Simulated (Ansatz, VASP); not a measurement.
Two plane-wave programs on BAs

Contents of POSCAR:

```
BAs
1.0
    0.0000000000      2.3912606643      2.3912606643
    2.3912606643      0.0000000000      2.3912606643
    2.3912606643      2.3912606643      0.0000000000
B As
1 1
Direct
    0.0000000000      0.0000000000      0.0000000000
    0.2500000000      0.2500000000      0.2500000000
```

The input INCAR.step1:

```
PREC = Accurate ; ENCUT = 520
ISMEAR = 0 ; SIGMA = 0.01
LREAL = False ; LASPH = True
NELM = 100 ; NBANDS = 11
GGA = PE ; ALGO = Normal
EDIFF = 1E-4 ; LWAVE = True
LCHARG = False
```

Contents of INCAR.step2:

```
PREC = Accurate ; ENCUT = 520
EDIFF = 1E-6 ; ISMEAR = 0
SIGMA = 0.01 ; LREAL = False
LASPH = True ; NELM = 100
ALGO = Normal ; ISIF = 2
LWAVE = False ; LCHARG = True
METAGGA = R2SCAN ; LMIXTAU = True
LELF = True ; LVHAR = True
NBANDS = 11 ; ISTART = 1
```

File KPOINTS:

```
regular mesh
0
Gamma
  8 8 8
```

Input for Ansatz:

```yaml
crystal:
  lattice:
    - [0.0, 2.3912606643, 2.3912606643]
    - [2.3912606643, 0.0, 2.3912606643]
    - [2.3912606643, 2.3912606643, 0.0]
  atoms:
    - { symbol: B, position: [0.0, 0.0, 0.0] }
    - { symbol: As, position: [0.25, 0.25, 0.25] }
basis:
  ecutwfc: 500
kpoints:
  mp_grid: { grid: [8, 8, 8] }
  band_path:
    path:
      - [0.0, 0.0, 0.0]
      - [0.0, 0.0, 0.0]
      - [0.0, 0.0, 0.0]
      - [0.0, 0.0, 0.0]
      - [0.0, 0.0, 0.0]
      - [0.0, 0.0, 0.0]
      - [0.0, 0.0, 0.0]
      - [0.0, 0.0, 0.0]
      - [0.0, 0.0, 0.0]
      - [0.0, 0.0, 0.0]
      - [0.0, 0.0, 0.0]
      - [0.0, 0.0, 0.0]
      - [0.0, 0.0, 0.0]
      - [0.0, 0.0, 0.0]
      - [0.0, 0.0, 0.0]
      - [0.0, 0.0, 0.0]
      - [0.0, 0.0, 0.0]
      - [0.0, 0.0, 0.0]
      - [0.0, 0.0, 0.0]
      - [0.0, 0.0, 0.0]
      - [0.0, 0.0, 0.0]
      - [0.0, 0.0, 0.0]
      - [0.0, 0.0, 0.0]
      - [0.0, 0.0, 0.0]
      - [0.0, 0.0, 0.0]
      - [0.0, 0.0, 0.0]
      - [0.3, 0.3, 0.0]
      - [0.3166666667, 0.3166666667, 0.0]
      - [0.3333333333, 0.3333333333, 0.0]
      - [0.35, 0.35, 0.0]
      - [0.3666666667, 0.3666666667, 0.0]
      - [0.3833333333, 0.3833333333, 0.0]
      - [0.4, 0.4, 0.0]
      - [0.4166666667, 0.4166666667, 0.0]
      - [0.4333333333, 0.4333333333, 0.0]
      - [0.45, 0.45, 0.0]
      - [0.4666666667, 0.4666666667, 0.0]
      - [0.4833333333, 0.4833333333, 0.0]
      - [0.5, 0.5, 0.0]
      - [0.5, 0.5, 0.5]
      - [0.5, 0.5, 0.5]
      - [0.5, 0.5, 0.5]
      - [0.5, 0.5, 0.5]
      - [0.5, 0.5, 0.5]
      - [0.5, 0.5, 0.5]
      - [0.5, 0.5, 0.5]
      - [0.5, 0.5, 0.5]
      - [0.5, 0.5, 0.5]
      - [0.5, 0.5, 0.5]
      - [0.5, 0.5, 0.5]
      - [0.5, 0.5, 0.5]
      - [0.5, 0.5, 0.5]
    npoints: 1
hamiltonian:
  xc: r2scan
  pseudopotentials: { kind: paw, azcp: { folder: soft_1 } }
scf:
  occupations: { method: fixed }
  n_extra_bands: 5
output:
  eigenvalues: true
```

Alike in both runs: task single point; functional r2SCAN; k mesh 8 × 8 × 8; no spin polarisation.

|  | VASP | Ansatz |
| --- | --- | --- |
| version | VASP 6.6.1 | Ansatz 0.2.0 |
| potentials or method | VASP PAW PBE potentials, release 64 (B, As), cutoff 520 eV | scalar-relativistic, plane waves, PAW |
| occupations | gaussian, width 0.01 eV | fixed |
| valence electrons in the cell | 8 | 18 |

|  | VASP | Ansatz | Ansatz less VASP |
| --- | --- | --- | --- |
| gap on the k mesh at the Fermi level (eV) | 1.38 | 1.38 | 0.000 |
| least direct gap on the mesh (eV) | 3.44 | 3.44 | -0.006 |

VASP's potentials were made for PBE, not for r2SCAN. VASP's potentials hold 8 valence electrons a cell and Ansatz's 18, so a difference there can come from the potentials and not from the codes.
